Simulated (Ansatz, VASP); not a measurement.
# Two plane-wave programs on B

Contents of INCAR:

```
  PREC = Accurate
  ENCUT = 520
  EDIFF = 1E-6
  ISMEAR = 0
  SIGMA = 0.1
  LREAL = False
  LASPH = True
  NELM = 80
  ALGO = Normal
  ISIF = 2
  LWAVE = False
  LCHARG = False
  NBANDS = 30
```

The input KPOINTS:

```
regular mesh
0
Gamma
  6 6 6
```

Contents of POSCAR:

```
B
1.0
    2.4491963900      1.4140442000      4.1747204400
   -2.4491963900      1.4140442000      4.1747204400
    0.0000000000     -2.8280883900      4.1747204400
B
12
Direct
    0.0099700400      0.6542851200      0.0099700400
    0.0099700400      0.0099700400      0.6542851200
    0.6542851200      0.0099700400      0.0099700400
    0.3457148800      0.9900299600      0.9900299600
    0.9900299600      0.3457148800      0.9900299600
    0.9900299600      0.9900299600      0.3457148800
    0.2205655700      0.6316348300      0.2205655700
    0.2205655700      0.2205655700      0.6316348300
    0.6316348300      0.2205655700      0.2205655700
    0.3683651700      0.7794344300      0.7794344300
    0.7794344300      0.3683651700      0.7794344300
    0.7794344300      0.7794344300      0.3683651700
```

Input for Ansatz:

```yaml
crystal:
  lattice:
    - [2.44919639, 1.4140442, 4.17472044]
    - [-2.44919639, 1.4140442, 4.17472044]
    - [0.0, -2.82808839, 4.17472044]
  atoms:
    - { symbol: B, position: [0.00997004, 0.65428512, 0.00997004] }
    - { symbol: B, position: [0.00997004, 0.00997004, 0.65428512] }
    - { symbol: B, position: [0.65428512, 0.00997004, 0.00997004] }
    - { symbol: B, position: [0.34571488, 0.99002996, 0.99002996] }
    - { symbol: B, position: [0.99002996, 0.34571488, 0.99002996] }
    - { symbol: B, position: [0.99002996, 0.99002996, 0.34571488] }
    - { symbol: B, position: [0.22056557, 0.63163483, 0.22056557] }
    - { symbol: B, position: [0.22056557, 0.22056557, 0.63163483] }
    - { symbol: B, position: [0.63163483, 0.22056557, 0.22056557] }
    - { symbol: B, position: [0.36836517, 0.77943443, 0.77943443] }
    - { symbol: B, position: [0.77943443, 0.36836517, 0.77943443] }
    - { symbol: B, position: [0.77943443, 0.77943443, 0.36836517] }
basis:
  ecutwfc: 600.0
kpoints:
  mp_grid: { grid: [6, 6, 6] }
hamiltonian:
  xc: lda
  pseudopotentials: { kind: paw, azcp: { folder: soft_1 } }
scf:
  occupations: { method: gaussian, width: 0.1 }
output:
  forces: true
  stress: true
  eigenvalues: true
```

Alike in both runs: task single point; functional LDA; k mesh 6 × 6 × 6; occupations gaussian, width 0.1 eV; no spin polarisation.

|  | VASP | Ansatz |
| --- | --- | --- |
| version | VASP 6.6.1 | Ansatz 0.2.0 |
| potentials or method | VASP PAW LDA potentials, release 64 (B), cutoff 520 eV | scalar-relativistic, plane waves, PAW |
| valence electrons in the cell | 36 | 36 |

Ansatz gave:

* gap on the k mesh at the Fermi level (eV): 1.51
* least direct gap on the mesh (eV): 1.86
* pressure (GPa): -7.5
* rms of the force components (eV/Å): 0.089

Question: What did VASP give for the same quantities?

Answer: gap on the k mesh at the Fermi level (eV): 1.51; least direct gap on the mesh (eV): 1.86; pressure (GPa): -7.2; rms of the force components (eV/Å): 0.080.

Ansatz warns that its potentials were made for another functional, while VASP's fit it. LDA's correlation is that of Perdew and Zunger in VASP and of Perdew and Wang (1992) in Ansatz. Atom by atom the forces differ by 0.009 eV/Å (rms over components).
